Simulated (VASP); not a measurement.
# TaSi (rocksalt type) (Fm-3m) in VASP: further runs

TaSi (rocksalt type) is run at these levels: PBE; tasks: relaxation of cell and atoms.

All numbers are computed with VASP 6.6.1; they aren't measurements. Logs are shortened: lines on timing, memory, paths and dates and some standing lists are left out, and cuts for length are marked.

## (1) The cell of the first run

It takes space group Fm-3m (No. 225, cubic). Conventional cell: a = 5.160 Å, b = 5.160 Å, c = 5.160 Å, α = 90.00°, β = 90.00°, γ = 90.00°. Within 3.4 Å of Ta (site symmetry m-3m) lie 6 Si at 2.58 Å. Within 3.4 Å of Si (site symmetry m-3m) lie 6 Ta at 2.58 Å.

## (2) Relaxation of cell and atoms, PBE, target pressure -0.95 GPa, at which the enthalpy is minimised

The input, INCAR:

```
SYSTEM = TaSi
PREC     = Accurate       ! precision mode
ENCUT    = 600            ! plane-wave cutoff, eV
EDIFF    = 1E-6           ! SCF threshold, eV
ISMEAR   = -1             ! smearing method
SIGMA    = 0.05           ! smearing width, eV
LREAL    = .False.        ! projectors in reciprocal space
LASPH    = .True.         ! aspherical terms in the spheres
NELM     = 100            ! most SCF steps
ALGO     = Normal         ! electronic algorithm
ISIF     = 3              ! what is computed and relaxed
LWAVE    = .False.        ! write WAVECAR
LCHARG   = .False.        ! write CHGCAR
GGA      = PE             ! functional
IBRION   = 2              ! ionic algorithm
NSW      = 60             ! ionic steps
EDIFFG   = -0.005         ! ionic threshold
PSTRESS  = -9.5
```

The input, KPOINTS:

```
Automatic mesh
0
Gamma
  13 13 13
  0 0 0
```

The input, POSCAR:

```
TaSi
1.0
    0.0000000000      2.5799627179      2.5799627179
    2.5799627179      0.0000000000      2.5799627179
    2.5799627179      2.5799627179      0.0000000000
Ta Si
1 1
Direct
    0.0000000000      0.0000000000      0.0000000000
    0.5000000000      0.5000000000      0.5000000000
```

Potentials or basis: VASP PAW PBE potentials, release 64 (Ta_pv, Si).

The run is started by

```sh
$ cat potpaw_PBE.64/Ta_pv/POTCAR potpaw_PBE.64/Si/POTCAR > POTCAR
$ mpirun -np 1 vasp_std > vasp.out
```

OUTCAR:

```text
SYSTEM = TaSi
   PREC = Accurate
   ENCUT = 600
   EDIFF = 1E-6
   ISMEAR = -1
   LREAL = .False.
   LASPH = .True.
   NELM = 100
   ISIF = 3
   GGA = PE
   IBRION = 2
   NSW = 60
   EDIFFG = -0.005
   PSTRESS = -9.5

 ion  position               nearest neighbor table
   1  0.000  0.000  0.000-   2 2.58   2 2.58   2 2.58   2 2.58   2 2.58   2 2.58
   2  0.500  0.500  0.500-   1 2.58   1 2.58   1 2.58   1 2.58   1 2.58   1 2.58

  LATTYP: Found a face centered cubic cell.
 ALAT       =     5.1599254358

  Lattice vectors:

 A1 = (   0.0000000000,   2.5799627179,   2.5799627179)
 A2 = (   2.5799627179,   0.0000000000,   2.5799627179)
 A3 = (   2.5799627179,   2.5799627179,   0.0000000000)

Analysis of symmetry for initial positions (statically):
=====================================================================
 Subroutine PRICEL returns:
 Original cell was already a primitive cell.

 Routine SETGRP: Setting up the symmetry group for a
 face centered cubic supercell.

 Subroutine GETGRP returns: Found 48 space group operations
 (whereof 48 operations were pure point group operations)
 out of a pool of 48 trial point group operations.

The static configuration has the point symmetry O_h .

Analysis of symmetry for dynamics (positions and initial velocities):
=====================================================================
 Subroutine PRICEL returns:
 Original cell was already a primitive cell.

 Routine SETGRP: Setting up the symmetry group for a
 face centered cubic supercell.

 Subroutine GETGRP returns: Found 48 space group operations
 (whereof 48 operations were pure point group operations)
 out of a pool of 48 trial point group operations.

The dynamic configuration has the point symmetry O_h .

 Subroutine INISYM returns: Found 48 space group operations
 (whereof 48 operations are pure point group operations),
 and found     1 'primitive' translations

----------------------------------------------------------------------------------------

                                     Primitive cell

  volume of cell :      34.3455

  direct lattice vectors                    reciprocal lattice vectors
     0.000000000  2.579962718  2.579962718    -0.193801250  0.193801250  0.193801250
     2.579962718  0.000000000  2.579962718     0.193801250 -0.193801250  0.193801250
     2.579962718  2.579962718  0.000000000     0.193801250  0.193801250 -0.193801250

  length of vectors
     3.648618266  3.648618266  3.648618266     0.335673612  0.335673612  0.335673612

  position of ions in fractional coordinates (direct lattice)
     0.000000000  0.000000000  0.000000000
     0.500000000  0.500000000  0.500000000

  ion indices of the primitive-cell ions
   primitive index   ion index
                 1           1
                 2           2

----------------------------------------------------------------------------------------

 KPOINTS: Automatic mesh

Automatic generation of k-mesh.
 Grid dimensions read from file:
 generate k-points for:   13   13   13

 Generating k-lattice:

  Cartesian coordinates                     Fractional coordinates (reciprocal lattice)
    -0.014907788  0.014907788  0.014907788     0.076923077  0.000000000  0.000000000
     0.014907788 -0.014907788  0.014907788     0.000000000  0.076923077  0.000000000
     0.014907788  0.014907788 -0.014907788     0.000000000  0.000000000  0.076923077

  Length of vectors
     0.025821047  0.025821047  0.025821047

  Shift w.r.t. Gamma in fractional coordinates (k-lattice)
     0.000000000  0.000000000  0.000000000

 Subroutine IBZKPT returns following result:
 ===========================================

 Found     84 irreducible k-points:

 Following reciprocal coordinates:
            Coordinates               Weight
  0.000000  0.000000  0.000000      1.000000
  0.076923  0.000000  0.000000      8.000000
  0.153846  0.000000  0.000000      8.000000
  0.230769  0.000000  0.000000      8.000000
  0.307692  0.000000  0.000000      8.000000
  0.384615  0.000000  0.000000      8.000000
[... 16 lines left out ...]
  0.384615  0.153846  0.000000     24.000000
  0.461538  0.153846  0.000000     24.000000
 [... further k-points ...]
   k-points           NKPTS =     84   k-points in BZ     NKDIM =     84   number of bands    NBANDS=     11
   number of dos      NEDOS =    301   number of ions     NIONS =      2
   total plane-waves  NPLWV =  27000
   dimension x,y,z NGX =    30 NGY =   30 NGZ =   30
   dimension x,y,z NGXF=    60 NGYF=   60 NGZF=   60
   ions per type =               1   1
   NGX,Y,Z   is equivalent  to a cutoff of  13.67, 13.67, 13.67 a.u.
   NGXF,Y,Z  is equivalent  to a cutoff of  27.34, 27.34, 27.34 a.u.
 SYSTEM =  TaSi
   PREC   = accura    normal or accurate (medium, high low for compatibility)
   ISTART =      0    job   : 0-new  1-cont  2-samecut
   ICHARG =      2    charge: 1-file 2-atom 10-const
   ISPIN  =      1    spin polarized calculation?
   LNONCOLLINEAR =      F non collinear calculations
   LSORBIT =      F    spin-orbit coupling
   LASPH  =      T    aspherical Exc in radial PAW
   ENCUT  =  600.0 eV  44.10 Ry    6.64 a.u.   7.29  7.29  7.29*2*pi/ulx,y,z
   NELM   =    100;   NELMIN=  2; NELMDL= -5     # of ELM steps
   EDIFF  = 0.1E-05   stopping-criterion for ELM
   LREAL  =      F    real-space projection
   EDIFFG = -.5E-02   stopping-criterion for IOM
   NSW    =     60    number of steps for IOM
   IBRION =      2    ionic relax: 0-MD 1-quasi-New 2-CG
   NFREE  =      1    steps in history (QN), initial steepest desc. (CG)
   ISIF   =      3    stress and relaxation
   ISYM   =      2    0-nonsym 1-usesym 2-fastsym
   POTIM  = 0.5000    time-step for ionic-motion
   TEBEG  =    0.0;   TEEND  =   0.0 temperature during run
   PSTRESS=   -9.5 pullay stress
   NELECT =      15.0000    total number of electrons
   NUPDOWN=      -1.0000    fix difference up-down
   EMIN   =  10.00;   EMAX   =-10.00  energy-range for DOS
   EFERMI =   0.00;   METHOD = LEGACY
   ISMEAR =    -1;   SIGMA  =   0.05  broadening in eV -4-tet -1-fermi 0-gaus
   EFERMI_NEDOS =   21; number of points for ismear=-14 and -15
   IALGO  =     38    algorithm
   IMIX   =      4    mixing-type and parameters
     AMIX     =   0.40;   BMIX     =  1.00
     AMIX_MAG =   1.60;   BMIX_MAG =  1.00
  volume/ion in A,a.u.               =      17.17       115.89
  Fermi-wavevector in a.u.,A,eV,Ry     =   1.242077  2.347185 20.990457  1.542755
  Thomas-Fermi vector in A             =   2.376447
   LORBIT       =      0    0 simple, 1 ext, 2 COOP (PROOUT), +10 PAW based schemes
   GGA     = PE    functional components
   LHFCALC =     F    Hartree Fock is set to
   AEXX    =    0.0000 exact exchange contribution
   IVDW    =     0    specifies the selected vdW correction
   LEPSILON=     F    determine dielectric tensor
   LRPA    =     F    only Hartree local field effects (RPA)
 conjugate gradient relaxation of ions
 non-spin polarized calculation
  energy-cutoff  :      600.00
  volume of cell :       34.35
 maximum number of plane-waves:      1164
 NGX is ok and might be reduce to    30
   NGX = 15   NGY = 15   NGZ = 15

--------------------------------------- Ionic step        1  -------------------------------------------

 number of electron      14.9999999 magnetization

 Free energy of the ion-electron system (eV)
  ---------------------------------------------------
  ext. energy  EPLUGINS =         0.00000000
  ---------------------------------------------------
  free energy    TOTEN  =       -17.33181129 eV

  energy without entropy =      -17.31911687  energy(sigma->0) =      -17.32546408

------------------------ aborting loop because EDIFF is reached ----------------------------------------

  FORCE on cell =-STRESS in cart. coord.  units (eV):
  Direction    XX          YY          ZZ          XY          YZ          ZX
  --------------------------------------------------------------------------------------
  -------------------------------------------------------------------------------------
  Total       -0.1774702     -0.1774702     -0.1774702      0.0000000     -0.0000000      0.0000000
  in kB       -8.2787674     -8.2787674     -8.2787674      0.0000000     -0.0000000      0.0000000
  external PRESSURE =       1.2212326 kB  Pullay stress =      -9.5000000 kB

 VOLUME and BASIS-vectors are now :
 -----------------------------------------------------------------------------
  energy-cutoff  :      600.00
  volume of cell :       34.35
      direct lattice vectors                 reciprocal lattice vectors
     0.000000000  2.579962718  2.579962718    -0.193801250  0.193801250  0.193801250
     2.579962718  0.000000000  2.579962718     0.193801250 -0.193801250  0.193801250
     2.579962718  2.579962718  0.000000000     0.193801250  0.193801250 -0.193801250
[... 46 lines left out ...]
  FREE ENERGIE OF THE ION-ELECTRON SYSTEM (eV)
  ---------------------------------------------------
  free  energy   TOTEN  =       -17.3314093838 eV

  energy  without entropy=      -17.3186993303  energy(sigma->0) =      -17.32505436

  enthalpy is  TOTEN    =       -17.5354449106 eV   P V=       -0.2040355268

--------------------------------------- Ionic step        3  -------------------------------------------

 number of electron      14.9999999 magnetization

 Free energy of the ion-electron system (eV)
  ---------------------------------------------------
  ext. energy  EPLUGINS =         0.00000000
  ---------------------------------------------------
  free energy    TOTEN  =       -17.33168186 eV

  energy without entropy =      -17.31898179  energy(sigma->0) =      -17.32533182

 E-fermi :   7.2572     XC(G=0): -11.6206

 val. band max:        7.2570516501   @ k =   0.3846   0.1538   0.0769
 cond. band min:       7.2690681029   @ k =  -0.3846   0.3077   0.0000
 fundamental gap:      0.0120164527
 Fermi energy:         7.2572380072

 k-point     1 :       0.0000    0.0000    0.0000
  band No.  band energies     occupation
      1     -27.6759      2.00000
      2     -27.6759      2.00000
      3     -27.6759      2.00000
      4      -4.1639      2.00000
      5       6.0756      2.00000
      6       6.0756      2.00000
      7       6.0756      2.00000
      8       6.7172      1.99996
      9       6.7173      1.99996
     10       9.5822      0.00000
     11       9.5822      0.00000

 k-point     2 :       0.0769    0.0000    0.0000
  band No.  band energies     occupation
      1     -27.6846      2.00000
      2     -27.6770      2.00000
      3     -27.6770      2.00000
      4      -4.0441      2.00000
      5       5.8268      2.00000
      6       6.0638      2.00000
      7       6.0638      2.00000
      8       6.5180      2.00000
      9       6.5180      2.00000
     10       9.4422      0.00000
     11      10.0365      0.00000
[... 295 lines left out ...]
 k-point    24 :       0.4615    0.1538    0.0000
  band No.  band energies     occupation
      1     -27.8064      2.00000
      2     -27.7116      2.00000
      3     -27.7041      2.00000
      4      -1.0487      2.00000
      5       1.7804      2.00000
      6       3.8983      2.00000
      7       4.5000      2.00000
      8       7.7454      0.00012
      9       8.9789      0.00000
     10       9.5222      0.00000
     11      12.4066      0.00000

 [... further k-points ...]
[... 5 lines left out ...]
  --------------------------------------------------------------------------------------
  -------------------------------------------------------------------------------------
  Total       -0.2022230     -0.2022230     -0.2022230      0.0000000      0.0000000      0.0000000
  in kB       -9.4271020     -9.4271020     -9.4271020      0.0000000      0.0000000      0.0000000
  external PRESSURE =       0.0728980 kB  Pullay stress =      -9.5000000 kB

 VOLUME and BASIS-vectors are now :
 -----------------------------------------------------------------------------
  energy-cutoff  :      600.00
  volume of cell :       34.37
      direct lattice vectors                 reciprocal lattice vectors
     0.000000000  2.580542466  2.580542466    -0.193757710  0.193757710  0.193757710
     2.580542466 -0.000000000  2.580542466     0.193757710 -0.193757710  0.193757710
     2.580542466  2.580542466 -0.000000000     0.193757710  0.193757710 -0.193757710

 POSITION                                       TOTAL-FORCE (eV/Angst)
 -----------------------------------------------------------------------------------
      0.00000      0.00000      0.00000         0.000000     -0.000000      0.000000
      2.58054      2.58054      2.58054        -0.000000      0.000000     -0.000000
 -----------------------------------------------------------------------------------
    total drift:                               -0.000000      0.000000      0.000000

  FREE ENERGIE OF THE ION-ELECTRON SYSTEM (eV)
  ---------------------------------------------------
  free  energy   TOTEN  =       -17.3316818568 eV

  energy  without entropy=      -17.3189817851  energy(sigma->0) =      -17.32533182

  enthalpy is  TOTEN    =       -17.5354686566 eV   P V=       -0.2037867998

 reached required accuracy - stopping structural energy minimisation
```

It took 1.9 min on 1 thread of Intel Xeon 8259CL, shared host; peak memory 0.2 GiB.

Results:

* Free energy: -17.3317 eV
* Relaxed volume: 17.18 Å³/atom
* Relaxed cell: a = 3.649 Å, b = 3.649 Å, c = 3.649 Å, α = 60.00°, β = 60.00°, γ = 60.00°
* Space group after relaxing (to 0.1 Å): Fm-3m (No. 225)
* Energy change on relaxing (the run minimises the enthalpy): +0.1 meV/atom
* Ionic steps: 3
* Pressure after relaxing: -0.9 GPa
* Band gap on the k mesh: zero (an odd number of electrons rules out a gap without spin polarisation)

Step by step:
```tsv
step	energy change (eV)	largest force (eV/Å)	pressure (GPa)	volume (Å³)
1	0.0000	0.0000	-0.83	34.35
2	0.0004	0.0000	-1.13	34.41
3	0.0001	0.0000	-0.94	34.37
```

Final structure:
```yaml
crystal:
  lattice:
    - [0.00000, 2.58054, 2.58054]
    - [2.58054, 0.00000, 2.58054]
    - [2.58054, 2.58054, 0.00000]
  atoms:
    - { symbol: Ta, position: [0.00000, 0.00000, 0.00000] }
    - { symbol: Si, position: [0.50000, 0.50000, 0.50000] }
```

Caveat: the cell is relaxed towards a set pressure, so the run minimises the enthalpy, not the energy; spin-orbit coupling is left out, which moves the levels of the heavy elements.

## (3) Relaxation of cell and atoms, PBE, target pressure -0.95 GPa, at which the enthalpy is minimised

The input, INCAR:

```
PREC = Accurate ; ENCUT = 600
EDIFF = 1E-6 ; ISMEAR = -1
SIGMA = 0.05 ; LREAL = False
LASPH = True ; NELM = 100
ALGO = Normal ; ISIF = 3
LWAVE = False ; LCHARG = False
GGA = PE ; IBRION = 2
NSW = 32 ; EDIFFG = -0.005
PSTRESS = -9.5
```

The input, KPOINTS:

```
regular mesh
0
Gamma
  13 13 13
```

POSCAR is that of step 2.

Potentials or basis: VASP PAW PBE potentials, release 64 (Ta_pv, Si).

The run is started by

```sh
$ cat potpaw_PBE.64/Ta_pv/POTCAR potpaw_PBE.64/Si/POTCAR > POTCAR
$ mpirun -np 1 vasp_std > vasp.out
```

Run time: 1.8 min. Hardware: 1 thread of Intel Xeon 8259CL, shared host; peak memory 0.2 GiB.

It converged, with:

| Quantity | Value |
| --- | --- |
| Free energy | -17.3317 eV |
| Relaxed volume | 17.18 Å³/atom |
| Relaxed cell | a = 3.649 Å, b = 3.649 Å, c = 3.649 Å, α = 60.00°, β = 60.00°, γ = 60.00° |
| Space group after relaxing (to 0.1 Å) | Fm-3m (No. 225) |
| Energy change on relaxing (the run minimises the enthalpy) | +0.1 meV/atom |
| Ionic steps | 3 |
| Pressure after relaxing | -0.9 GPa |
| Band gap on the k mesh | zero (an odd number of electrons rules out a gap without spin polarisation) |

The path:
```tsv
step	energy change (eV)	largest force (eV/Å)	pressure (GPa)	volume (Å³)
1	0.0000	0.0000	-0.83	34.35
2	0.0004	0.0000	-1.13	34.41
3	0.0001	0.0000	-0.94	34.37
```

Final structure:
```yaml
crystal:
  lattice:
    - [0.00000, 2.58054, 2.58054]
    - [2.58054, 0.00000, 2.58054]
    - [2.58054, 2.58054, 0.00000]
  atoms:
    - { symbol: Ta, position: [0.00000, 0.00000, 0.00000] }
    - { symbol: Si, position: [0.50000, 0.50000, 0.50000] }
```

Levels at points of the mesh, in eV from the Fermi level:
```tsv
k point	band 4	band 5	band 6	band 7	band 8	band 9	band 10	band 11
(0.00, 0.00, 0.00)	-11.42	-1.18	-1.18	-1.18	-0.54	-0.54	2.32	2.32
```

Caveat: the cell is relaxed towards a set pressure, so the run minimises the enthalpy, not the energy; spin-orbit coupling is left out, which moves the levels of the heavy elements.
